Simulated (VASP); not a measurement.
Write the native input for VASP 6.6.1 that does the following.

```yaml
Task: single point
Functional: r2SCAN
Potentials_or_basis: VASP PAW PBE potentials, release 64 (Ga_d, N)
Cutoff: 520 eV
k_mesh: 17 × 17 × 17
Occupations: fermi-dirac, width 0.08 eV
Spin: no spin polarisation
Dipole_correction: no
Further_INCAR_settings: ALGO = Normal; EDIFF = 1e-06; NBANDS = 16
```

Crystal: GaN (zincblende type).

```
Ga N
1.0
     0.00000    1.93808    1.93808
     1.93808    0.00000    1.93808
     1.93808    1.93808    0.00000
Ga N
1 1
Direct
  0.00000 0.00000 0.00000
  0.25000 0.25000 0.25000
```

This cell differs from its parent crystal: volume scaled by 0.64, level accurate.

The input as run:

POSCAR

```
GaN
1.0
    0.0000000000      1.9380841199      1.9380841199
    1.9380841199      0.0000000000      1.9380841199
    1.9380841199      1.9380841199      0.0000000000
Ga N
1 1
Direct
    0.0000000000      0.0000000000      0.0000000000
    0.2500000000      0.2500000000      0.2500000000
```

INCAR.step1

```
SYSTEM = GaN
ALGO     = Normal         ! electronic algorithm
EDIFF    = 1E-4           ! SCF threshold, eV
ENCUT    = 520            ! plane-wave cutoff, eV
GGA      = PE             ! functional
ISMEAR   = -1             ! smearing method
LASPH    = .True.         ! aspherical terms in the spheres
LCHARG   = .False.        ! write CHGCAR
LREAL    = .False.        ! projectors in reciprocal space
LWAVE    = .True.         ! write WAVECAR
NBANDS   = 16             ! bands
NELM     = 80             ! most SCF steps
PREC     = Accurate       ! precision mode
SIGMA    = 0.08           ! smearing width, eV
```

INCAR.step2

```
SYSTEM = GaN
ALGO     = Normal         ! electronic algorithm
EDIFF    = 1E-6           ! SCF threshold, eV
ENCUT    = 520            ! plane-wave cutoff, eV
ISIF     = 2              ! what is computed and relaxed
ISMEAR   = -1             ! smearing method
ISTART   = 1            
LASPH    = .True.         ! aspherical terms in the spheres
LCHARG   = .True.         ! write CHGCAR
LELF     = .True.         ! ELF
LMIXTAU  = .True.       
LREAL    = .False.        ! projectors in reciprocal space
LVHAR    = .True.       
LWAVE    = .False.        ! write WAVECAR
METAGGA  = R2SCAN         ! meta-GGA
NBANDS   = 16             ! bands
NELM     = 80             ! most SCF steps
PREC     = Accurate       ! precision mode
SIGMA    = 0.08           ! smearing width, eV
```

KPOINTS

```
k-points
0
Gamma
  17 17 17
  0 0 0
```

Potentials or basis: VASP PAW PBE potentials, release 64 (Ga_d, N).

Launch:

```bash
$ cat potpaw_PBE.64/Ga_d/POTCAR potpaw_PBE.64/N/POTCAR > POTCAR
$ cp INCAR.step1 INCAR
$ mpirun -np 1 vasp_std > vasp.out
$ cp INCAR.step2 INCAR
$ mpirun -np 1 vasp_std > vasp.out
```

It gave:

- Pressure: 226.4 GPa
- Band gap on the k mesh: 3.88 eV, indirect (least direct gap 4.96 eV)

Caveat: the PAW data sets were made with another functional, which shifts forces and pressure a little.

It took 51 s on 1 thread of Intel(R) Xeon(R) 6975P-C (Granite Rapids) (shared host), peak memory 0.16 GiB.
